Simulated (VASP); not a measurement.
# TaRu in VASP: notebook, part 2 of 4

VASP 6.6.1.

### Step 3. Electric field gradients, LDA (volume scaled by 0.96)

Input file INCAR:

```
SYSTEM = TaRu
PREC     = Accurate       ! precision mode
ENCUT    = 520            ! plane-wave cutoff, eV
EDIFF    = 1E-8           ! SCF threshold, eV
ISMEAR   = -1             ! smearing method
SIGMA    = 0.03           ! smearing width, eV
LREAL    = .False.        ! projectors in reciprocal space
LASPH    = .True.         ! aspherical terms in the spheres
NELM     = 120            ! most SCF steps
ALGO     = Normal         ! electronic algorithm
ISIF     = 2              ! what is computed and relaxed
LWAVE    = .False.        ! write WAVECAR
LCHARG   = .False.        ! write CHGCAR
LEFG     = .True.       
NBANDS   = 22             ! bands
GGA_COMPAT= .False.
```

Input file KPOINTS:

```
regular mesh
0
Gamma
  13 13 13
  0 0 0
```

Input file POSCAR:

```
TaRu
1.0
    3.1439271524      0.0000000000      0.0000000000
    0.0000000000      3.1439271524      0.0000000000
    0.0000000000      0.0000000000      3.1439271524
Ta Ru
1 1
Direct
    0.5000000000      0.5000000000      0.5000000000
    0.0000000000      0.0000000000      0.0000000000
```

Potentials or basis: VASP PAW LDA potentials, release 64 (Ta_sv_GW, Ru_sv).

Started as:

```console
$ cat potpaw_LDA.64/Ta_sv_GW/POTCAR potpaw_LDA.64/Ru_sv/POTCAR > POTCAR
$ mpirun -np 1 vasp_std > vasp.out
```

OUTCAR:

```text
SYSTEM = TaRu
   PREC = Accurate
   ENCUT = 520
   EDIFF = 1E-8
   ISMEAR = -1
   LREAL = .False.
   LASPH = .True.
   NELM = 120
   ISIF = 2

 ion  position               nearest neighbor table
   1  0.500  0.500  0.500-   2 2.72   2 2.72   2 2.72   2 2.72   2 2.72   2 2.72   2 2.72   2 2.72

   2  0.000  0.000  0.000-   1 2.72   1 2.72   1 2.72   1 2.72   1 2.72   1 2.72   1 2.72   1 2.72

  LATTYP: Found a simple cubic cell.
 ALAT       =     3.1439271524

  Lattice vectors:

 A1 = (   3.1439271524,   0.0000000000,   0.0000000000)
 A2 = (   0.0000000000,   3.1439271524,   0.0000000000)
 A3 = (   0.0000000000,   0.0000000000,   3.1439271524)

Analysis of symmetry for initial positions (statically):
=====================================================================
 Subroutine PRICEL returns:
 Original cell was already a primitive cell.

 Routine SETGRP: Setting up the symmetry group for a
 simple cubic supercell.

 Subroutine GETGRP returns: Found 48 space group operations
 (whereof 48 operations were pure point group operations)
 out of a pool of 48 trial point group operations.

The static configuration has the point symmetry O_h .

Analysis of symmetry for dynamics (positions and initial velocities):
=====================================================================
 Subroutine PRICEL returns:
 Original cell was already a primitive cell.

 Routine SETGRP: Setting up the symmetry group for a
 simple cubic supercell.

 Subroutine GETGRP returns: Found 48 space group operations
 (whereof 48 operations were pure point group operations)
 out of a pool of 48 trial point group operations.

The dynamic configuration has the point symmetry O_h .

 Subroutine INISYM returns: Found 48 space group operations
 (whereof 48 operations are pure point group operations),
 and found     1 'primitive' translations

----------------------------------------------------------------------------------------

                                     Primitive cell

  volume of cell :      31.0754

  direct lattice vectors                    reciprocal lattice vectors
     3.143927152  0.000000000  0.000000000     0.318073528  0.000000000  0.000000000
     0.000000000  3.143927152  0.000000000     0.000000000  0.318073528  0.000000000
     0.000000000  0.000000000  3.143927152     0.000000000  0.000000000  0.318073528

  length of vectors
     3.143927152  3.143927152  3.143927152     0.318073528  0.318073528  0.318073528

  position of ions in fractional coordinates (direct lattice)
     0.500000000  0.500000000  0.500000000
     0.000000000  0.000000000  0.000000000

  ion indices of the primitive-cell ions
   primitive index   ion index
                 1           1
                 2           2

----------------------------------------------------------------------------------------

 KPOINTS: regular mesh

Automatic generation of k-mesh.
 Grid dimensions read from file:
 generate k-points for:   13   13   13

[... 62 lines left out ...]
   NELM   =    120;   NELMIN=  2; NELMDL= -5     # of ELM steps
   EDIFF  = 0.1E-07   stopping-criterion for ELM
   LREAL  =      F    real-space projection
   EDIFFG = 0.1E-06   stopping-criterion for IOM
   NSW    =      0    number of steps for IOM
   IBRION =     -1    ionic relax: 0-MD 1-quasi-New 2-CG
   NFREE  =      0    steps in history (QN), initial steepest desc. (CG)
   ISIF   =      2    stress and relaxation
   ISYM   =      2    0-nonsym 1-usesym 2-fastsym
   POTIM  = 0.5000    time-step for ionic-motion
   TEBEG  =    0.0;   TEEND  =   0.0 temperature during run
   PSTRESS=    0.0 pullay stress
   NELECT =      29.0000    total number of electrons
   NUPDOWN=      -1.0000    fix difference up-down
   EMIN   =  10.00;   EMAX   =-10.00  energy-range for DOS
   EFERMI =   0.00;   METHOD = LEGACY
   ISMEAR =    -1;   SIGMA  =   0.03  broadening in eV -4-tet -1-fermi 0-gaus
   EFERMI_NEDOS =   21; number of points for ismear=-14 and -15
   IALGO  =     38    algorithm
   IMIX   =      4    mixing-type and parameters
     AMIX     =   0.40;   BMIX     =  1.00
     AMIX_MAG =   1.60;   BMIX_MAG =  1.00
  volume/ion in A,a.u.               =      15.54       104.85
  Fermi-wavevector in a.u.,A,eV,Ry     =   1.599810  3.023202 34.822634  2.559391
  Thomas-Fermi vector in A             =   2.697044
   LORBIT       =      0    0 simple, 1 ext, 2 COOP (PROOUT), +10 PAW based schemes
   GGA     = CA    functional components
   LHFCALC =     F    Hartree Fock is set to
   AEXX    =    0.0000 exact exchange contribution
   IVDW    =     0    specifies the selected vdW correction
   LEPSILON=     F    determine dielectric tensor
   LRPA    =     F    only Hartree local field effects (RPA)
 non-spin polarized calculation
  energy-cutoff  :      520.00
  volume of cell :       31.08
 maximum number of plane-waves:       859
 NGX is ok and might be reduce to    24
   NGX = 11   NGY = 11   NGZ = 11

 number of electron      28.9999989 magnetization

 Free energy of the ion-electron system (eV)
  ---------------------------------------------------
  ext. energy  EPLUGINS =         0.00000000
  ---------------------------------------------------
  free energy    TOTEN  =       -26.49198655 eV

  energy without entropy =      -26.48286666  energy(sigma->0) =      -26.48742660

 E-fermi :  13.4794     XC(G=0): -13.9086

 val. band max:       13.4746286659   @ k =   0.4615   0.1538   0.0769
 cond. band min:      13.4976154502   @ k =   0.3846   0.3077   0.0769
 fundamental gap:      0.0229867843
 Fermi energy:        13.4794385118

 k-point     1 :       0.0000    0.0000    0.0000
  band No.  band energies     occupation
      1     -59.3509      2.00000
      2     -54.7784      2.00000
      3     -29.5547      2.00000
      4     -29.5547      2.00000
      5     -29.5547      2.00000
      6     -21.3099      2.00000
[... 589 lines left out ...]
     21      23.6816      0.00000
     22      26.6788      0.00000

 [... further k-points ...]
[... 5 lines left out ...]
  --------------------------------------------------------------------------------------
  -------------------------------------------------------------------------------------
  Total       -1.3166455     -1.3166455     -1.3166455     -0.0000000      0.0000000      0.0000000
  in kB      -67.8831529    -67.8831529    -67.8831529     -0.0000000      0.0000000      0.0000000
  external PRESSURE =     -67.8831529 kB  Pullay stress =       0.0000000 kB

 VOLUME and BASIS-vectors are now :
 -----------------------------------------------------------------------------
  energy-cutoff  :      520.00
  volume of cell :       31.08
      direct lattice vectors                 reciprocal lattice vectors
     3.143927152  0.000000000  0.000000000     0.318073528  0.000000000  0.000000000
     0.000000000  3.143927152  0.000000000     0.000000000  0.318073528  0.000000000
     0.000000000  0.000000000  3.143927152     0.000000000  0.000000000  0.318073528

 POSITION                                       TOTAL-FORCE (eV/Angst)
 -----------------------------------------------------------------------------------
      1.57196      1.57196      1.57196         0.000000      0.000000      0.000000
      0.00000      0.00000      0.00000         0.000000      0.000000      0.000000
 -----------------------------------------------------------------------------------
    total drift:                                0.000000      0.000000     -0.000000

  FREE ENERGIE OF THE ION-ELECTRON SYSTEM (eV)
  ---------------------------------------------------
  free  energy   TOTEN  =       -26.4919865487 eV

  energy  without entropy=      -26.4828666565  energy(sigma->0) =      -26.48742660

 Electric field gradients (V/A^2)
---------------------------------------------------------------------
 ion       V_xx      V_yy      V_zz      V_xy      V_xz      V_yz
---------------------------------------------------------------------
   1      -0.000     0.000    -0.000    -0.000     0.000    -0.000
   2      -0.000    -0.000    -0.000    -0.000     0.000     0.000
---------------------------------------------------------------------

 Electric field gradients after diagonalization (V/A^2)
 (convention: |V_zz| > |V_xx| > |V_yy|)
----------------------------------------------------------------------
 ion       V_xx      V_yy      V_zz     asymmetry (V_yy - V_xx)/ V_zz
----------------------------------------------------------------------
   1       0.000    -0.000    -0.000       0.428
   2      -0.000    -0.000    -0.000      -0.253
----------------------------------------------------------------------

           NMR quadrupolar parameters

 Cq : quadrupolar parameter    Cq=e*Q*V_zz/h
 eta: asymmetry parameters     (V_yy - V_xx)/ V_zz
 Q  : nuclear electric quadrupole moment in mb (millibarn)
----------------------------------------------------------------------
 ion       Cq(MHz)       eta       Q (mb)
----------------------------------------------------------------------
   1      -0.000       0.428       1.000
   2      -0.000      -0.253       1.000
----------------------------------------------------------------------
```

Wall time 30 s (1 thread of Intel Xeon Platinum 8375C at 2.90GHz (Ice Lake), shared host); peak memory 0.18 GiB.

Results:

```yaml
Free_energy: -26.4920 eV
Pressure: -6.8 GPa
```

Caveat: without QUAD_EFG the Cq values of the log hold for a quadrupole moment of 1 mb, not for the nuclei; spin-orbit coupling is left out, which moves the levels of the heavy elements.

### Step 4. Electric field gradients, LDA (volume scaled by 0.94)

Input file INCAR:

```
SYSTEM = TaRu
ALGO = Normal
EDIFF = 1E-8
ENCUT = 520
GGA_COMPAT = .False.
ISIF = 2
ISMEAR = -1
LASPH = .True.
LCHARG = .False.
LEFG = .True.
LREAL = .False.
LWAVE = .False.
NBANDS = 22
NELM = 120
PREC = Accurate
SIGMA = 0.03
```

Input file KPOINTS:

```
k-points
0
Gamma
  13 13 13
  0 0 0
```

Input file POSCAR:

```
TaRu
1.0
    3.1219409285      0.0000000000      0.0000000000
    0.0000000000      3.1219409285      0.0000000000
    0.0000000000      0.0000000000      3.1219409285
Ta Ru
1 1
Direct
    0.5000000000      0.5000000000      0.5000000000
    0.0000000000      0.0000000000      0.0000000000
```

Potentials or basis: VASP PAW LDA potentials, release 64 (Ta_sv_GW, Ru_sv).

Started as:

```console
$ cat potpaw_LDA.64/Ta_sv_GW/POTCAR potpaw_LDA.64/Ru_sv/POTCAR > POTCAR
$ mpirun -np 1 vasp_std > vasp.out
```

OUTCAR:

```text
SYSTEM = TaRu
   EDIFF = 1E-8
   ENCUT = 520
   ISIF = 2
   ISMEAR = -1
   LASPH = .True.
   LREAL = .False.
   NELM = 120
   PREC = Accurate

 ion  position               nearest neighbor table
   1  0.500  0.500  0.500-   2 2.70   2 2.70   2 2.70   2 2.70   2 2.70   2 2.70   2 2.70   2 2.70

   2  0.000  0.000  0.000-   1 2.70   1 2.70   1 2.70   1 2.70   1 2.70   1 2.70   1 2.70   1 2.70

  LATTYP: Found a simple cubic cell.
 ALAT       =     3.1219409285

  Lattice vectors:

 A1 = (   3.1219409285,   0.0000000000,   0.0000000000)
 A2 = (   0.0000000000,   3.1219409285,   0.0000000000)
 A3 = (   0.0000000000,   0.0000000000,   3.1219409285)

Analysis of symmetry for initial positions (statically):
=====================================================================
 Subroutine PRICEL returns:
 Original cell was already a primitive cell.

 Routine SETGRP: Setting up the symmetry group for a
 simple cubic supercell.

 Subroutine GETGRP returns: Found 48 space group operations
 (whereof 48 operations were pure point group operations)
 out of a pool of 48 trial point group operations.

The static configuration has the point symmetry O_h .

Analysis of symmetry for dynamics (positions and initial velocities):
=====================================================================
 Subroutine PRICEL returns:
 Original cell was already a primitive cell.

 Routine SETGRP: Setting up the symmetry group for a
 simple cubic supercell.

 Subroutine GETGRP returns: Found 48 space group operations
 (whereof 48 operations were pure point group operations)
 out of a pool of 48 trial point group operations.

[... 149 lines left out ...]

 val. band max:       13.8407577048   @ k =   0.4615   0.1538   0.0769
 cond. band min:      13.8672741907   @ k =   0.3846   0.3077   0.0769
 fundamental gap:      0.0265164859
 Fermi energy:        13.8490032575

 k-point     1 :       0.0000    0.0000    0.0000
  band No.  band energies     occupation
      1     -59.0247      2.00000
      2     -54.3675      2.00000
      3     -29.2329      2.00000
      4     -29.2329      2.00000
      5     -29.2329      2.00000
      6     -20.9033      2.00000
[... 589 lines left out ...]
     21      24.3125      0.00000
     22      27.2983      0.00000

 [... further k-points ...]
[... 5 lines left out ...]
  --------------------------------------------------------------------------------------
  -------------------------------------------------------------------------------------
  Total       -0.2054286     -0.2054286     -0.2054286      0.0000000      0.0000000     -0.0000000
  in kB      -10.8167682    -10.8167682    -10.8167682      0.0000000      0.0000000     -0.0000000
  external PRESSURE =     -10.8167682 kB  Pullay stress =       0.0000000 kB

 VOLUME and BASIS-vectors are now :
 -----------------------------------------------------------------------------
  energy-cutoff  :      520.00
  volume of cell :       30.43
      direct lattice vectors                 reciprocal lattice vectors
     3.121940928  0.000000000  0.000000000     0.320313556  0.000000000  0.000000000
     0.000000000  3.121940928  0.000000000     0.000000000  0.320313556  0.000000000
     0.000000000  0.000000000  3.121940928     0.000000000  0.000000000  0.320313556

 POSITION                                       TOTAL-FORCE (eV/Angst)
 -----------------------------------------------------------------------------------
      1.56097      1.56097      1.56097         0.000000      0.000000      0.000000
      0.00000      0.00000      0.00000         0.000000      0.000000      0.000000
 -----------------------------------------------------------------------------------
    total drift:                                0.000000      0.000000     -0.000000

  FREE ENERGIE OF THE ION-ELECTRON SYSTEM (eV)
  ---------------------------------------------------
  free  energy   TOTEN  =       -26.5054937977 eV

  energy  without entropy=      -26.4967765488  energy(sigma->0) =      -26.50113517

 Electric field gradients (V/A^2)
---------------------------------------------------------------------
 ion       V_xx      V_yy      V_zz      V_xy      V_xz      V_yz
---------------------------------------------------------------------
   1      -0.000     0.000     0.000     0.000    -0.000    -0.000
   2       0.000     0.000     0.000    -0.000     0.000    -0.000
---------------------------------------------------------------------

 Electric field gradients after diagonalization (V/A^2)
 (convention: |V_zz| > |V_xx| > |V_yy|)
----------------------------------------------------------------------
 ion       V_xx      V_yy      V_zz     asymmetry (V_yy - V_xx)/ V_zz
----------------------------------------------------------------------
   1      -0.000    -0.000     0.000       0.486
   2       0.000     0.000     0.000      -0.138
----------------------------------------------------------------------

           NMR quadrupolar parameters

 Cq : quadrupolar parameter    Cq=e*Q*V_zz/h
 eta: asymmetry parameters     (V_yy - V_xx)/ V_zz
 Q  : nuclear electric quadrupole moment in mb (millibarn)
----------------------------------------------------------------------
 ion       Cq(MHz)       eta       Q (mb)
----------------------------------------------------------------------
   1       0.000       0.486       1.000
   2       0.000      -0.138       1.000
----------------------------------------------------------------------
```

Run time: 28 s. Hardware: 1 thread of Intel Xeon Platinum 8488C (Sapphire Rapids), shared host; peak memory 0.17 GiB.

What came out:

```
Free energy : -26.5055 eV
Pressure    : -1.1 GPa
```

Caveat: without QUAD_EFG the Cq values of the log hold for a quadrupole moment of 1 mb, not for the nuclei; spin-orbit coupling is left out, which moves the levels of the heavy elements.

(Continued in part 3 of 4.)
